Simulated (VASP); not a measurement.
Crystal: In.

```
In
1.0
     3.33548    0.00000    0.00000
    -1.66774    2.88861    0.00000
     0.00000    0.00000    5.50914
In
2
Direct
  0.66667 0.33333 0.75000
  0.33333 0.66667 0.25000
```

* Program: VASP 6.6.1
* Task: relaxation of cell and atoms
* Functional: PBEsol
* Dispersion: D4
* Potentials or basis: VASP PAW PBE potentials, release 64 (In_d)
* Cutoff: 600 eV
* k mesh: 9 × 9 × 5
* Occupations: fermi-dirac, width 0.05 eV
* Spin: no spin polarisation

At the start: pressure -2.6 GPa; volume 26.54 Å³/atom.

Task: Where does the relaxation end?

Result: Over 5 steps the energy falls by 14.9 meV/atom and the volume is 24.86 Å³/atom (-6.3 %); space group P6_3/mmc (No. 194, to 0.05 Å).

Step by step:
```tsv
step	energy change (eV)	largest force (eV/Å)	pressure (GPa)	volume (Å³)
1	0.0000	0.0000	-2.60	53.08
2	-0.0285	0.0000	-0.01	49.84
3	-0.0285	0.0000	0.02	49.81
4	-0.0295	0.0000	0.01	49.76
5	-0.0297	0.0000	0.04	49.73
```

Final structure:
```yaml
crystal:
  lattice:
    - [3.27836, 0.00000, 0.00000]
    - [-1.63918, 2.83914, 0.00000]
    - [0.00000, 0.00000, 5.34259]
  atoms:
    - { symbol: In, position: [0.66667, 0.33333, 0.75000] }
    - { symbol: In, position: [0.33333, 0.66667, 0.25000] }
```

Caveat: the PAW data sets were made with another functional, which shifts forces and pressure a little; pairwise dispersion overbinds metals, which lowers pressure and volume.
